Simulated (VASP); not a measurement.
# TaS2 (P-3m1) in VASP: further runs

The runs below take TaS2 through electric field gradients, with LDA.

Everything below comes from runs of VASP 6.6.1. Logs are shortened: lines on timing, memory, paths and dates and some standing lists are left out, and cuts for length are marked.

## 1. The cell of the first run

The structure is trigonal, space group P-3m1 (No. 164). Conventional cell: a = 3.361 Å, b = 3.361 Å, c = 5.879 Å, α = 90.00°, β = 90.00°, γ = 120.00°. Within 3.2 Å of Ta (site symmetry -3m) lie 6 S at 2.43 Å. S (site symmetry 3m) has 3 Ta at 2.43 Å within 3.2 Å.

## 2. Electric field gradients, LDA (volume scaled by 1.01)

INCAR reads:

```
SYSTEM = TaS2
  PREC = Accurate
  ENCUT = 400
  EDIFF = 1E-8
  ISMEAR = -1
  SIGMA = 0.03
  LREAL = .False.
  LASPH = .True.
  NELM = 120
  ALGO = Normal
  ISIF = 2
  LWAVE = .False.
  LCHARG = .False.
  LEFG = .True.
  NBANDS = 18
  GGA_COMPAT = .False.
```

KPOINTS reads:

```
Automatic mesh
0
Gamma
  9 9 5
  0 0 0
```

POSCAR reads:

```
TaS2
1.0
    3.3611317775      0.0000000000      0.0000000000
   -1.6805658888      2.9108255048      0.0000000000
    0.0000000000      0.0000000000      5.8794685816
Ta S
1 2
Direct
    0.0000000000      0.0000000000      0.0000000000
    0.3333333333      0.6666666667      0.2500000000
    0.6666666667      0.3333333333      0.7500000000
```

Potentials or basis: VASP PAW LDA potentials, release 64 (Ta_pv, S).

The run is started by

```bash
> cat potpaw_LDA.64/Ta_pv/POTCAR potpaw_LDA.64/S/POTCAR > POTCAR
> mpirun -np 1 vasp_std > vasp.out
```

OUTCAR:

```text
SYSTEM = TaS2
   PREC = Accurate
   ENCUT = 400
   EDIFF = 1E-8
   ISMEAR = -1
   LREAL = .False.
   LASPH = .True.
   NELM = 120
   ISIF = 2

 ion  position               nearest neighbor table
   1  0.000  0.000  0.000-   2 2.43   3 2.43   3 2.43   2 2.43   3 2.43   2 2.43
   2  0.333  0.667  0.250-   1 2.43   1 2.43   1 2.43
   3  0.667  0.333  0.750-   1 2.43   1 2.43   1 2.43

  LATTYP: Found a hexagonal cell.
 ALAT       =     3.3611317775
 C/A-ratio  =     1.7492526241

  Lattice vectors:

 A1 = (   3.3611317775,   0.0000000000,   0.0000000000)
 A2 = (  -1.6805658888,   2.9108255048,   0.0000000000)
 A3 = (   0.0000000000,   0.0000000000,   5.8794685816)

Analysis of symmetry for initial positions (statically):
=====================================================================
 Subroutine PRICEL returns:
 Original cell was already a primitive cell.

 Routine SETGRP: Setting up the symmetry group for a
 hexagonal supercell.

 Subroutine GETGRP returns: Found 12 space group operations
 (whereof 12 operations were pure point group operations)
 out of a pool of 24 trial point group operations.

The static configuration has the point symmetry D_3d.

Analysis of symmetry for dynamics (positions and initial velocities):
=====================================================================
 Subroutine PRICEL returns:
 Original cell was already a primitive cell.

 Routine SETGRP: Setting up the symmetry group for a
 hexagonal supercell.

 Subroutine GETGRP returns: Found 12 space group operations
 (whereof 12 operations were pure point group operations)
 out of a pool of 24 trial point group operations.

The dynamic configuration has the point symmetry D_3d.

 Subroutine INISYM returns: Found 12 space group operations
 (whereof 12 operations are pure point group operations),
 and found     1 'primitive' translations

----------------------------------------------------------------------------------------

                                     Primitive cell

  volume of cell :      57.5228

  direct lattice vectors                    reciprocal lattice vectors
     3.361131777  0.000000000  0.000000000     0.297518832  0.171772578  0.000000000
    -1.680565889  2.910825505  0.000000000     0.000000000  0.343545155  0.000000000
[... 125 lines left out ...]
 number of electron      23.0000003 magnetization

 Free energy of the ion-electron system (eV)
  ---------------------------------------------------
  ext. energy  EPLUGINS =         0.00000000
  ---------------------------------------------------
  free energy    TOTEN  =       -25.44103439 eV

  energy without entropy =      -25.43450273  energy(sigma->0) =      -25.43776856

 E-fermi :   5.3777     XC(G=0): -10.7747

 val. band max:        5.3656463612   @ k =   0.2222   0.1111   0.0000
 cond. band min:       5.3799123486   @ k =   0.0000   0.0000   0.2000
 fundamental gap:      0.0142659874
 Fermi energy:         5.3777432513

 k-point     1 :       0.0000    0.0000    0.0000
  band No.  band energies     occupation
      1     -29.6763      2.00000
      2     -29.6580      2.00000
      3     -29.6580      2.00000
      4      -9.5872      2.00000
      5      -7.5117      2.00000
      6      -1.5262      2.00000
[... 481 lines left out ...]
      5      -7.5887      2.00000
      6      -0.4255      2.00000
[... 10 lines left out ...]
     17      12.0274      0.00000
     18      12.7925      0.00000

 [... further k-points ...]
[... 5 lines left out ...]
  --------------------------------------------------------------------------------------
  -------------------------------------------------------------------------------------
  Total       -0.4968711     -0.4968711      1.3343374      0.0000000      0.0000000     -0.0000000
  in kB      -13.8393125    -13.8393125     37.1651981      0.0000000      0.0000000     -0.0000000
  external PRESSURE =       3.1621911 kB  Pullay stress =       0.0000000 kB

 VOLUME and BASIS-vectors are now :
 -----------------------------------------------------------------------------
  energy-cutoff  :      400.00
  volume of cell :       57.52
      direct lattice vectors                 reciprocal lattice vectors
     3.361131777  0.000000000  0.000000000     0.297518832  0.171772578  0.000000000
    -1.680565889  2.910825505  0.000000000     0.000000000  0.343545155  0.000000000
     0.000000000  0.000000000  5.879468582     0.000000000  0.000000000  0.170083399

 POSITION                                       TOTAL-FORCE (eV/Angst)
 -----------------------------------------------------------------------------------
      0.00000      0.00000      0.00000        -0.000000      0.000000     -0.000000
     -0.00000      1.94055      1.46987         0.000000      0.000000      0.663281
      1.68057      0.97028      4.40960        -0.000000     -0.000000     -0.663281
 -----------------------------------------------------------------------------------
    total drift:                               -0.000000      0.000000      0.000000

  FREE ENERGIE OF THE ION-ELECTRON SYSTEM (eV)
  ---------------------------------------------------
  free  energy   TOTEN  =       -25.4410343851 eV

  energy  without entropy=      -25.4345027316  energy(sigma->0) =      -25.43776856

 Electric field gradients (V/A^2)
---------------------------------------------------------------------
 ion       V_xx      V_yy      V_zz      V_xy      V_xz      V_yz
---------------------------------------------------------------------
   1      72.387    72.387  -144.774    -0.000    -0.000     0.000
   2       8.331     8.331   -16.662    -0.000    -0.000     0.000
   3       8.331     8.331   -16.662    -0.000    -0.000     0.000
---------------------------------------------------------------------

 Electric field gradients after diagonalization (V/A^2)
 (convention: |V_zz| > |V_xx| > |V_yy|)
----------------------------------------------------------------------
 ion       V_xx      V_yy      V_zz     asymmetry (V_yy - V_xx)/ V_zz
----------------------------------------------------------------------
   1      72.388    72.387  -144.774       0.000
   2       8.332     8.331   -16.662       0.000
   3       8.332     8.331   -16.662       0.000
----------------------------------------------------------------------

           NMR quadrupolar parameters

 Cq : quadrupolar parameter    Cq=e*Q*V_zz/h
 eta: asymmetry parameters     (V_yy - V_xx)/ V_zz
 Q  : nuclear electric quadrupole moment in mb (millibarn)
----------------------------------------------------------------------
 ion       Cq(MHz)       eta       Q (mb)
----------------------------------------------------------------------
   1      -0.350       0.000       1.000
   2      -0.040       0.000       1.000
   3      -0.040       0.000       1.000
----------------------------------------------------------------------
```

stdout:

```text
POSCAR found type information on POSCAR TaS
 POSCAR found :  2 types and       3 ions
 scaLAPACK will be used
 LDA part: xc-table for (Slater(with rela. corr.)+CA(PZ))
 , standard interpolation
 POSCAR, INCAR and KPOINTS ok, starting setup
 FFT: planning ... GRIDC
 FFT: planning ... GRID_SOFT
 FFT: planning ... GRID
 WAVECAR not read
 entering main loop
ion   1

ion   2

ion   3
```

Wall time 44 s (1 thread of AMD EPYC 7R43 (Zen 3), shared host); peak memory 0.12 GiB.

Results:

```
Free energy   : -25.4410 eV
Pressure      : 0.3 GPa
Largest force : 0.663 eV/Å
```

Forces in eV/Å, atoms in the order of the input:
```
Ta   0.000  0.000  0.000
S    0.000  0.000  0.663
S    0.000  0.000 -0.663
```

Electric field gradients, principal values (V/Å²):
```csv
atom,least,middle,greatest (by size)
1 Ta,72.387,72.388,-144.774
2 S,8.331,8.332,-16.662
3 S,8.331,8.332,-16.662
```

Caveat: without QUAD_EFG the Cq values of the log hold for a quadrupole moment of 1 mb, not for the nuclei; spin-orbit coupling is left out, which moves the levels of the heavy elements.

## 3. Electric field gradients, LDA (volume scaled by 1.02)

INCAR reads:

```
PREC = Accurate
ENCUT = 400
EDIFF = 1E-8
ISMEAR = -1
SIGMA = 0.03
LREAL = F
LASPH = T
NELM = 120
ALGO = Normal
ISIF = 2
LWAVE = F
LCHARG = F
LEFG = T
NBANDS = 18
GGA_COMPAT = F
```

KPOINTS reads:

```
Automatic mesh
0
Gamma
  9 9 5
```

POSCAR reads:

```
TaS2
1.0
    3.3721882117      0.0000000000      0.0000000000
   -1.6860941058      2.9204006577      0.0000000000
    0.0000000000      0.0000000000      5.8988090780
Ta S
1 2
Direct
    0.0000000000      0.0000000000      0.0000000000
    0.3333333333      0.6666666667      0.2500000000
    0.6666666667      0.3333333333      0.7500000000
```

Potentials or basis: VASP PAW LDA potentials, release 64 (Ta_pv, S).

The run is started by

```bash
> cat potpaw_LDA.64/Ta_pv/POTCAR potpaw_LDA.64/S/POTCAR > POTCAR
> mpirun -np 1 vasp_std > vasp.out
```

OUTCAR:

```text
PREC = Accurate
   ENCUT = 400
   EDIFF = 1E-8
   ISMEAR = -1
   LREAL = F
   LASPH = T
   NELM = 120
   ISIF = 2

 ion  position               nearest neighbor table
   1  0.000  0.000  0.000-   2 2.44   3 2.44   2 2.44   3 2.44   3 2.44   2 2.44
   2  0.333  0.667  0.250-   1 2.44   1 2.44   1 2.44
   3  0.667  0.333  0.750-   1 2.44   1 2.44   1 2.44

  LATTYP: Found a hexagonal cell.
 ALAT       =     3.3721882117
 C/A-ratio  =     1.7492526240

  Lattice vectors:

 A1 = (   3.3721882117,   0.0000000000,   0.0000000000)
[... 724 lines left out ...]

 Electric field gradients (V/A^2)
---------------------------------------------------------------------
 ion       V_xx      V_yy      V_zz      V_xy      V_xz      V_yz
---------------------------------------------------------------------
   1      71.483    71.482  -142.965    -0.000    -0.000     0.000
   2       8.237     8.237   -16.474    -0.000    -0.000     0.000
   3       8.237     8.237   -16.474    -0.000    -0.000     0.000
---------------------------------------------------------------------

 Electric field gradients after diagonalization (V/A^2)
 (convention: |V_zz| > |V_xx| > |V_yy|)
----------------------------------------------------------------------
 ion       V_xx      V_yy      V_zz     asymmetry (V_yy - V_xx)/ V_zz
----------------------------------------------------------------------
   1      71.483    71.482  -142.965       0.000
   2       8.238     8.237   -16.474       0.000
   3       8.238     8.237   -16.474       0.000
----------------------------------------------------------------------

           NMR quadrupolar parameters

 Cq : quadrupolar parameter    Cq=e*Q*V_zz/h
 eta: asymmetry parameters     (V_yy - V_xx)/ V_zz
 Q  : nuclear electric quadrupole moment in mb (millibarn)
----------------------------------------------------------------------
 ion       Cq(MHz)       eta       Q (mb)
----------------------------------------------------------------------
   1      -0.346       0.000       1.000
   2      -0.040       0.000       1.000
   3      -0.040       0.000       1.000
----------------------------------------------------------------------
```

OSZICAR:

```text
N       E                     dE             d eps       ncg     rms          rms(c)
DAV:   1     0.126616441817E+03    0.12662E+03   -0.10039E+04  1808   0.935E+02
DAV:   2    -0.216003715176E+02   -0.14822E+03   -0.14523E+03  2348   0.258E+02
DAV:   3    -0.269756885978E+02   -0.53753E+01   -0.53418E+01  2394   0.487E+01
DAV:   4    -0.270302161100E+02   -0.54528E-01   -0.54496E-01  2372   0.540E+00
DAV:   5    -0.270311292188E+02   -0.91311E-03   -0.91306E-03  2338   0.672E-01    0.200E+01
DAV:   6    -0.255855199838E+02    0.14456E+01   -0.57682E+00  2032   0.145E+01    0.102E+01
DAV:   7    -0.254649335346E+02    0.12059E+00   -0.67300E-01  1990   0.464E+00    0.444E+00
DAV:   8    -0.254433280402E+02    0.21605E-01   -0.14400E-01  2236   0.227E+00    0.892E-01
DAV:   9    -0.254401323771E+02    0.31957E-02   -0.83033E-03  2204   0.655E-01    0.359E-01
DAV:  10    -0.254399592969E+02    0.17308E-03   -0.21133E-03  2104   0.270E-01    0.984E-02
DAV:  11    -0.254399580797E+02    0.12171E-05   -0.25984E-04  1946   0.916E-02    0.328E-02
DAV:  12    -0.254399593462E+02   -0.12665E-05   -0.18275E-05  2020   0.335E-02    0.956E-03
DAV:  13    -0.254399588182E+02    0.52797E-06   -0.44925E-06  1996   0.141E-02    0.439E-03
DAV:  14    -0.254399588535E+02   -0.35225E-07   -0.48223E-07  2354   0.419E-03    0.144E-03
DAV:  15    -0.254399588496E+02    0.38317E-08   -0.54029E-08  2090   0.153E-03
   1 F= -.25439959E+02 E0= -.25436660E+02  d E =-.659760E-02
```

stdout:

```text
POSCAR found type information on POSCAR TaS
 POSCAR found :  2 types and       3 ions
 scaLAPACK will be used
 LDA part: xc-table for (Slater(with rela. corr.)+CA(PZ))
 , standard interpolation
 POSCAR, INCAR and KPOINTS ok, starting setup
 FFT: planning ... GRIDC
 FFT: planning ... GRID_SOFT
 FFT: planning ... GRID
 WAVECAR not read
 entering main loop
ion   1

ion   2

ion   3
```

Run time: 40 s. Hardware: 1 thread of AMD EPYC 7R43 (Zen 3), shared host; peak memory 0.13 GiB.

Results:

- Free energy: -25.4400 eV
- Pressure: -1.0 GPa
- Largest force: 0.502 eV/Å

Forces in eV/Å, atoms in the order of the input:
```
Ta   0.000  0.000  0.000
S    0.000  0.000  0.502
S    0.000  0.000 -0.502
```

Electric field gradients, principal values (V/Å²):
| atom | least | middle | greatest (by size) |
| --- | --- | --- | --- |
| 1 Ta | 71.482 | 71.483 | -142.965 |
| 2 S | 8.237 | 8.238 | -16.474 |
| 3 S | 8.237 | 8.238 | -16.474 |

Caveat: without QUAD_EFG the Cq values of the log hold for a quadrupole moment of 1 mb, not for the nuclei; spin-orbit coupling is left out, which moves the levels of the heavy elements.

[end of part 1 of 3]
